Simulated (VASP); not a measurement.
Here is a VASP 6.6.1 calculation.

Contents of INCAR:

```
SYSTEM = GaP
PREC = Accurate
ENCUT = 520
EDIFF = 1E-6
ISMEAR = 0
SIGMA = 0.05
LREAL = .FALSE.
LASPH = .TRUE.
NELM = 80
ALGO = Normal
ISIF = 2
LWAVE = .FALSE.
LCHARG = .FALSE.
NBANDS = 26
```

File KPOINTS:

```
Automatic mesh
0
G
  9 9 9
  0 0 0
```

POSCAR

```
GaP
1.0
    1.9698239917      1.1372784118      6.1564879035
   -1.9698239917      1.1372784118      6.1564879035
    0.0000000000     -2.2745568237      6.1564879035
Ga P
2 2
Direct
    0.4359784395      0.4359784395      0.4359784395
    0.5640215605      0.5640215605      0.5640215605
    0.0580350955      0.0580350955      0.0580350955
    0.9419649045      0.9419649045      0.9419649045
```

Potentials or basis: VASP PAW LDA potentials, release 64 (Ga_d, P).

Command:

```sh
$ cat potpaw_LDA.64/Ga_d/POTCAR potpaw_LDA.64/P/POTCAR > POTCAR
$ mpirun -np 1 vasp_std > vasp.out
```

Question: Estimate the pressure.

Answer: -3.0 GPa.

Question: What does it give for the band gap on the k mesh?

Answer: 0.58 eV (least direct gap 0.61 eV).

Question: What does it give for the largest force?

Answer: 0.676 eV/Å.

Forces in eV/Å, atoms in the order of the input:
```
Ga   0.000  0.000 -0.495
Ga   0.000  0.000  0.495
P    0.000  0.000  0.676
P    0.000  0.000 -0.676
```

Caveat: the stress differs along the axes, from -7 to 5 GPa; semilocal functionals underestimate gaps, and a narrow one can read as zero. A k mesh can miss the band edges.
